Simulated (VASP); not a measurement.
In:

```xyz
1
Lattice="-1.6035 1.6035 2.4403 1.6035 -1.6035 2.4403 1.6035 1.6035 -2.4403" Properties=species:S:1:pos:R:3 pbc="T T T"
In    0.0000    0.0000    0.0000
```

Base run:

* Program: VASP 6.6.1
* Functional: r2SCAN
* Potentials or basis: VASP PAW PBE potentials, release 64 (In_d)
* Cutoff: 520 eV
* k mesh: 11 × 11 × 11
* Occupations: fermi-dirac, width 0.05 eV
* Spin: no spin polarisation

Its results: pressure 2.2 GPa.

Problem. The run is repeated on the same cell with these changes: functional from r2SCAN to PBEsol; further incar settings from ALGO = Normal; EDIFF = 1e-06; NBANDS = 12 to ALGO = Normal; EDIFF = 1e-07; NBANDS = 12. What comes out?

Solution. Pressure 0.8 GPa.

Caveats: the PAW data sets were made with another functional, which shifts forces and pressure a little.
